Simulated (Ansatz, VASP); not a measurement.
## Ti: VASP beside Ansatz

POSCAR

```
Ti
1.0
    0.0000000000      1.9691000000      2.0909000000
    1.9691000000      0.0000000000      2.0909000000
    1.9691000000      1.9691000000      0.0000000000
Ti
1
Direct
    0.0000000000      0.0000000000      0.0000000000
```

INCAR.step1

```
SYSTEM = Ti
PREC = Accurate
ENCUT = 520
ISMEAR = 0
SIGMA = 0.15
LREAL = .False.
LASPH = .True.
NELM = 100
NBANDS = 12
GGA = PE
ALGO = Normal
EDIFF = 1E-4
LWAVE = .True.
LCHARG = .False.
```

INCAR.step2

```
SYSTEM = Ti
PREC = Accurate
ENCUT = 520
EDIFF = 1E-6
ISMEAR = 0
SIGMA = 0.15
LREAL = .False.
LASPH = .True.
NELM = 100
ALGO = Normal
ISIF = 2
LWAVE = .False.
LCHARG = .False.
METAGGA = R2SCAN
LMIXTAU = .True.
NBANDS = 12
ISTART = 1
```

File KPOINTS:

```
regular mesh
0
Gamma
  20 20 20
  0 0 0
```

Input for Ansatz:

```yaml
crystal:
  lattice:
    - [0.0, 1.9691, 2.0909]
    - [1.9691, 0.0, 2.0909]
    - [1.9691, 1.9691, 0.0]
  atoms:
    - { symbol: Ti, position: [0.0, 0.0, 0.0] }
basis:
  ecutwfc: 500
kpoints:
  mp_grid: { grid: [20, 20, 20] }
hamiltonian:
  xc: r2scan
scf:
  occupations: { method: gaussian, width: 0.15 }
output:
  forces: true
  stress: true
  eigenvalues: true
  write_density: true
  write_potential: true
  elf: true
  volumetric_format: npy
```

Change from the starting cell: strain -0.030 along x and y, +0.030 along z, atoms carried along.

Alike in both runs: task single point; functional r2SCAN; k mesh 20 × 20 × 20; occupations gaussian, width 0.15 eV; no spin polarisation.

|  | VASP | Ansatz |
| --- | --- | --- |
| version | VASP 6.6.1 | Ansatz 0.2.0 |
| potentials or method | VASP PAW PBE potentials, release 64 (Ti_sv), cutoff 520 eV | scalar-relativistic, plane waves, PAW |
| valence electrons in the cell | 12 | 12 |

VASP gave:

| Item | Value |
| --- | --- |
| gap on the k mesh at the Fermi level (eV) | none |
| pressure (GPa) | 8.9 |
| traceless stress, the component that is largest in VASP (GPa) | -1.17 |

Q: Estimate Ansatz's values.

A: gap on the k mesh at the Fermi level (eV): none; pressure (GPa): 8.5; traceless stress, the component that is largest in VASP (GPa): -1.14.

VASP's potentials were made for PBE, not for r2SCAN. A gap of «none» marks a metal or a gap that the smearing closes.
